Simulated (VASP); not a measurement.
IrPt3:

```
CELL_PARAMETERS angstrom
3.95125 0.00000 0.00000
0.00000 3.95125 0.00000
0.00000 0.00000 3.95125
ATOMIC_POSITIONS crystal
Ir 0.00000 0.00000 0.00000
Pt 0.00000 0.50000 0.50000
Pt 0.50000 0.00000 0.50000
Pt 0.50000 0.50000 0.00000
```

| Quantity | Value |
| --- | --- |
| Program | VASP 6.6.1 |
| Task | relaxation of volume and atoms at fixed shape |
| Functional | LDA |
| Potentials or basis | VASP PAW LDA potentials, release 64 (Ir, Pt) |
| Cutoff | 600 eV |
| k mesh | 5 × 5 × 5 |
| Occupations | methfessel-paxton, width 0.05 eV |
| Spin | no spin polarisation |

At the start: pressure -15.7 GPa; volume 15.42 Å³/atom.

Question: Where does the relaxation end?

Answer: Over 5 steps the energy falls by 43.3 meV/atom and the volume is 14.59 Å³/atom (-5.4 %); space group Pm-3m (No. 221, to 0.05 Å).

Step by step:
```
step  energy change (eV)  largest force (eV/Å)  pressure (GPa)  volume (Å³)
   1              0.0000                0.0000          -15.74        61.69
   2              1.9692                0.0000           88.61        49.13
   3             -0.1722                0.0000           -1.25        58.59
   4             -0.1730                0.0000           -0.35        58.42
   5             -0.1731                0.0000            0.01        58.36
```

Final structure:
```cif
data_structure
_symmetry_space_group_name_H-M 'P 1'
_symmetry_Int_Tables_number 1
_cell_length_a 3.8788
_cell_length_b 3.8788
_cell_length_c 3.8788
_cell_angle_alpha 90.000
_cell_angle_beta 90.000
_cell_angle_gamma 90.000
_cell_volume 58.36
loop_
_atom_site_label
_atom_site_type_symbol
_atom_site_fract_x
_atom_site_fract_y
_atom_site_fract_z
_atom_site_occupancy
Ir1 Ir 0.00000 0.00000 0.00000 1
Pt1 Pt 0.00000 0.50000 0.50000 1
Pt2 Pt 0.50000 0.00000 0.50000 1
Pt3 Pt 0.50000 0.50000 0.00000 1
```
